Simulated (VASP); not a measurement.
# ZrC (I4/mmm) in VASP: single point with PBEsol

Aim: the single point of ZrC with PBEsol.

Everything below comes from runs of VASP 6.6.1. Logs are shortened: lines on timing, memory, paths and dates and some standing lists are left out, and cuts for length are marked.

**1. The cell of the first run**

It takes space group I4/mmm (No. 139, tetragonal). The conventional cell has a = 3.302 Å, b = 3.302 Å, c = 4.809 Å, α = 90.00°, β = 90.00°, γ = 90.00°. Within 3.1 Å of Zr (site symmetry 4/mmm) lie 6 C at 2.33 to 2.40 Å. C (site symmetry 4/mmm) has 6 Zr at 2.33 to 2.40 Å within 3.1 Å.

**2. Single point, PBEsol**

Contents of INCAR:

```
SYSTEM = ZrC
PREC = Accurate
ENCUT = 520
EDIFF = 1E-7
ISMEAR = 0
SIGMA = 0.05
LREAL = .False.
LASPH = .True.
NELM = 100
ALGO = Normal
ISIF = 2
LWAVE = .False.
LCHARG = .False.
GGA = PS
NBANDS = 15
```

Contents of KPOINTS:

```
regular mesh
0
Gamma
  12 12 12
  0 0 0
```

Contents of POSCAR:

```
ZrC
1.0
    0.0000000000      2.3345844199      2.4046219525
    2.3345844199      0.0000000000      2.4046219525
    2.3345844199      2.3345844199      0.0000000000
Zr C
1 1
Direct
    0.5000000000      0.5000000000      0.5000000000
    0.0000000000      0.0000000000      0.0000000000
```

Potentials or basis: VASP PAW PBE potentials, release 64 (Zr_sv, C).

Run with:

```console
> cat potpaw_PBE.64/Zr_sv/POTCAR potpaw_PBE.64/C/POTCAR > POTCAR
> mpirun -np 1 vasp_std > vasp.out
```

OUTCAR:

```text
SYSTEM = ZrC
   PREC = Accurate
   ENCUT = 520
   EDIFF = 1E-7
   ISMEAR = 0
   LREAL = .False.
   LASPH = .True.
   NELM = 100
   ISIF = 2
   GGA = PS

 ion  position               nearest neighbor table
   1  0.500  0.500  0.500-   2 2.33   2 2.33   2 2.33   2 2.33   2 2.40   2 2.40
   2  0.000  0.000  0.000-   1 2.33   1 2.33   1 2.33   1 2.33   1 2.40   1 2.40

  LATTYP: Found a body centered tetragonal cell.
 ALAT       =     3.3016009491
 C/A-ratio  =     1.4566399692

  Lattice vectors:

 A1 = (  -2.3345844199,   0.0000000000,   2.4046219525)
 A2 = (   2.3345844199,   0.0000000000,   2.4046219525)
 A3 = (   0.0000000000,   2.3345844199,  -2.4046219525)

Analysis of symmetry for initial positions (statically):
=====================================================================
 Subroutine PRICEL returns:
 Original cell was already a primitive cell.

 Routine SETGRP: Setting up the symmetry group for a
 body centered tetragonal supercell.

 Subroutine GETGRP returns: Found 16 space group operations
 (whereof 16 operations were pure point group operations)
 out of a pool of 16 trial point group operations.

The static configuration has the point symmetry D_4h.

Analysis of symmetry for dynamics (positions and initial velocities):
=====================================================================
 Subroutine PRICEL returns:
 Original cell was already a primitive cell.

 Routine SETGRP: Setting up the symmetry group for a
 body centered tetragonal supercell.

 Subroutine GETGRP returns: Found 16 space group operations
 (whereof 16 operations were pure point group operations)
 out of a pool of 16 trial point group operations.

The dynamic configuration has the point symmetry D_4h.

 Subroutine INISYM returns: Found 16 space group operations
 (whereof 16 operations are pure point group operations),
 and found     1 'primitive' translations

----------------------------------------------------------------------------------------

                                     Primitive cell

  volume of cell :      26.2117

  direct lattice vectors                    reciprocal lattice vectors
     0.000000000  2.334584420  2.404621952    -0.214170880  0.214170880  0.207932893
     2.334584420  0.000000000  2.404621952     0.214170880 -0.214170880  0.207932893
     2.334584420  2.334584420  0.000000000     0.214170880  0.214170880 -0.207932893

  length of vectors
     3.351490884  3.351490884  3.301600949     0.367388650  0.367388650  0.367388650

  position of ions in fractional coordinates (direct lattice)
     0.500000000  0.500000000  0.500000000
     0.000000000  0.000000000  0.000000000

  ion indices of the primitive-cell ions
[... 84 lines left out ...]
   TEBEG  =    0.0;   TEEND  =   0.0 temperature during run
   PSTRESS=    0.0 pullay stress
   NELECT =      16.0000    total number of electrons
   NUPDOWN=      -1.0000    fix difference up-down
   EMIN   =  10.00;   EMAX   =-10.00  energy-range for DOS
   EFERMI =   0.00;   METHOD = LEGACY
   ISMEAR =     0;   SIGMA  =   0.05  broadening in eV -4-tet -1-fermi 0-gaus
   EFERMI_NEDOS =   21; number of points for ismear=-14 and -15
   IALGO  =     38    algorithm
   IMIX   =      4    mixing-type and parameters
     AMIX     =   0.40;   BMIX     =  1.00
     AMIX_MAG =   1.60;   BMIX_MAG =  1.00
  volume/ion in A,a.u.               =      13.11        88.44
  Fermi-wavevector in a.u.,A,eV,Ry     =   1.388725  2.624309 26.239602  1.928556
  Thomas-Fermi vector in A             =   2.512823
   LORBIT       =      0    0 simple, 1 ext, 2 COOP (PROOUT), +10 PAW based schemes
   GGA     = PS    functional components
   LHFCALC =     F    Hartree Fock is set to
   AEXX    =    0.0000 exact exchange contribution
   IVDW    =     0    specifies the selected vdW correction
   LEPSILON=     F    determine dielectric tensor
   LRPA    =     F    only Hartree local field effects (RPA)
 non-spin polarized calculation
 Gauss-broadening in eV      SIGMA  =   0.05
  energy-cutoff  :      520.00
  volume of cell :       26.21
 maximum number of plane-waves:       720
 NGX is ok and might be reduce to    28
   NGX = 13   NGY = 13   NGZ = 13

 number of electron      16.0000000 magnetization

 Free energy of the ion-electron system (eV)
  ---------------------------------------------------
  ext. energy  EPLUGINS =         0.00000000
  ---------------------------------------------------
  free energy    TOTEN  =       -20.54204640 eV

  energy without entropy =      -20.54134801  energy(sigma->0) =      -20.54169720

 E-fermi :   9.4276     XC(G=0): -12.2314

 val. band max:        9.3840060167   @ k =   0.1667   0.1667   0.0000
 cond. band min:       9.4280289844   @ k =   0.4167   0.0000   0.3333
 fundamental gap:      0.0440229677
 Fermi energy:         9.4275941575

 k-point     1 :       0.0000    0.0000    0.0000
  band No.  band energies     occupation
      1     -38.6249      2.00000
      2     -16.3914      2.00000
      3     -16.3638      2.00000
      4     -16.3638      2.00000
      5      -1.8654      2.00000
      6      10.2375      0.00000
      7      10.2478      0.00000
      8      10.3814      0.00000
      9      10.3814      0.00000
     10      10.5381      0.00000
     11      10.5381      0.00000
     12      11.9436      0.00000
     13      12.3287      0.00000
     14      16.6319      0.00000
[... 401 lines left out ...]
      2     -17.1296      2.00000
      3     -16.6251      2.00000
      4     -16.4519      2.00000
      5       0.8354      2.00000
      6       4.6900      2.00000
      7       6.6785      2.00000
      8       6.7569      2.00000
      9      13.1718      0.00000
     10      13.5798      0.00000
     11      14.2482      0.00000
     12      16.9735      0.00000
     13      18.6066      0.00000
     14      19.3084      0.00000
     15      22.4799      0.00000

 [... further k-points ...]
[... 5 lines left out ...]
  --------------------------------------------------------------------------------------
  -------------------------------------------------------------------------------------
  Total       -0.4220665     -0.4220665     -2.0332219      0.0000000      0.0000000      0.0000000
  in kB      -25.7985645    -25.7985645   -124.2794670      0.0000000      0.0000000      0.0000000
  external PRESSURE =     -58.6255320 kB  Pullay stress =       0.0000000 kB

 VOLUME and BASIS-vectors are now :
 -----------------------------------------------------------------------------
  energy-cutoff  :      520.00
  volume of cell :       26.21
      direct lattice vectors                 reciprocal lattice vectors
     0.000000000  2.334584420  2.404621952    -0.214170880  0.214170880  0.207932893
     2.334584420  0.000000000  2.404621952     0.214170880 -0.214170880  0.207932893
     2.334584420  2.334584420  0.000000000     0.214170880  0.214170880 -0.207932893

 POSITION                                       TOTAL-FORCE (eV/Angst)
 -----------------------------------------------------------------------------------
      2.33458      2.33458      2.40462        -0.000000     -0.000000      0.000000
      0.00000      0.00000      0.00000         0.000000      0.000000      0.000000
 -----------------------------------------------------------------------------------
    total drift:                                0.000000      0.000000      0.000000

  FREE ENERGIE OF THE ION-ELECTRON SYSTEM (eV)
  ---------------------------------------------------
  free  energy   TOTEN  =       -20.5420463992 eV

  energy  without entropy=      -20.5413480094  energy(sigma->0) =      -20.54169720
```

OSZICAR:

```text
N       E                     dE             d eps       ncg     rms          rms(c)
DAV:   1     0.977261527457E+02    0.97726E+02   -0.85403E+03  4890   0.108E+03
DAV:   2    -0.176731580725E+02   -0.11540E+03   -0.10771E+03  6255   0.283E+02
DAV:   3    -0.236425242702E+02   -0.59694E+01   -0.59300E+01  8068   0.548E+01
DAV:   4    -0.237910740750E+02   -0.14855E+00   -0.14844E+00  5984   0.607E+00
DAV:   5    -0.237926166808E+02   -0.15426E-02   -0.15426E-02  6457   0.561E-01    0.205E+01
DAV:   6    -0.206823655928E+02    0.31103E+01   -0.57762E+00  5868   0.217E+01    0.746E+00
DAV:   7    -0.205682843893E+02    0.11408E+00   -0.55699E-01  5630   0.559E+00    0.625E+00
DAV:   8    -0.205717292412E+02   -0.34449E-02   -0.31172E-01  5969   0.413E+00    0.422E+00
DAV:   9    -0.205426524893E+02    0.29077E-01   -0.51052E-02  5401   0.156E+00    0.684E-01
DAV:  10    -0.205420640531E+02    0.58844E-03   -0.43154E-03  6382   0.579E-01    0.760E-02
DAV:  11    -0.205420507889E+02    0.13264E-04   -0.15124E-04  5744   0.126E-01    0.388E-02
DAV:  12    -0.205420471797E+02    0.36092E-05   -0.49007E-06  6029   0.201E-02    0.119E-02
DAV:  13    -0.205420465120E+02    0.66770E-06   -0.21045E-06  6080   0.906E-03    0.434E-03
DAV:  14    -0.205420463997E+02    0.11233E-06   -0.13190E-07  4868   0.253E-03    0.680E-04
DAV:  15    -0.205420463992E+02    0.46339E-09   -0.55428E-09  3299   0.639E-04
   1 F= -.20542046E+02 E0= -.20541697E+02  d E =-.698390E-03
```

stdout:

```text
POSCAR found type information on POSCAR ZrC
 POSCAR found :  2 types and       2 ions
 scaLAPACK will be used
 -----------------------------------------------------------------------------
|                                                                             |
|                                                                             |
|     You enforced a specific xc type in the INCAR file but a different       |
|     I HOPE YOU KNOW WHAT YOU ARE DOING!                                     |
|                                                                             |
 -----------------------------------------------------------------------------

 LDA part: xc-table for (Slater+PW92), standard interpolation
 POSCAR, INCAR and KPOINTS ok, starting setup
 FFT: planning ... GRIDC
 FFT: planning ... GRID_SOFT
 FFT: planning ... GRID
 WAVECAR not read
 entering main loop
```

Wall time 54 s (1 thread of AMD EPYC 9R45 (Zen 5), shared host); peak memory 0.17 GiB.

What came out:

```
Free energy            : -20.5420 eV
Pressure               : -5.9 GPa
Band gap on the k mesh : zero (band 8 reaches 10.38 eV, above the bottom of band 9 at 8.97 eV)
```

Stress tensor (GPa, compression positive):
```
 -2.58   0.00   0.00
  0.00  -2.58   0.00
  0.00   0.00 -12.43
```

Caveat: the PAW data sets were made with another functional, which shifts forces and pressure a little.
